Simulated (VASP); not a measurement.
## Ru6N: single point with PBE

Ru6N, a slab with vacuum:

```
Ru N
1.0
     2.71980    0.00000    0.00000
     0.00000    4.29666    0.00000
     0.00000    0.00000   20.83834
Ru N
6 1
Direct
  0.00000 0.75000 0.19195
  0.50000 0.25000 0.22963
  0.50000 0.75000 0.30499
  0.00000 0.25000 0.34074
  0.00000 0.75000 0.41686
  0.50000 0.25000 0.44813
  0.66667 0.45000 0.51404
```

* Program: VASP 6.6.1
* Task: single point
* Functional: PBE
* Potentials or basis: VASP PAW PBE potentials, release 64 (Ru_pv, N)
* Cutoff: 520 eV
* k mesh: 10 × 6 × 1
* Occupations: gaussian, width 0.1 eV
* Spin: no spin polarisation
* Dipole correction: yes
* Further INCAR settings: ALGO = Fast; EDIFF = 1e-06; NBANDS = 54

- Largest force: 1.319 eV/Å
- Band gap on the k mesh: zero (an odd number of electrons rules out a gap without spin polarisation)

Forces on the atoms (eV/Å):
```
Ru   0.021  0.111  0.834
Ru  -0.024 -0.042 -0.532
Ru  -0.059 -0.280 -0.011
Ru  -0.177  0.125 -1.177
Ru  -0.279  0.376 -0.305
Ru   0.246 -0.819  1.005
N    0.272  0.529  0.186
```

Levels at points of the mesh, in eV from the Fermi level:
| k point | band 43 | band 44 | band 45 | band 46 | band 47 | band 48 |
| --- | --- | --- | --- | --- | --- | --- |
| (0.00, 0.00, 0.00) | -1.12 | -0.89 | -0.60 | -0.26 | 0.04 | 0.55 |
| (0.50, 0.00, 0.00) | 0.12 | 0.20 | 0.84 | 1.17 | 1.26 | 1.47 |
| (0.00, 0.50, 0.00) | -0.78 | -0.37 | -0.23 | 0.33 | 0.36 | 0.47 |
| (0.50, 0.50, 0.00) | 0.28 | 0.42 | 0.76 | 0.92 | 1.21 | 1.28 |

Run time: 19 min on 1 thread of Oxide Virtual Turin-like Processor (shared host), peak memory 0.46 GiB.
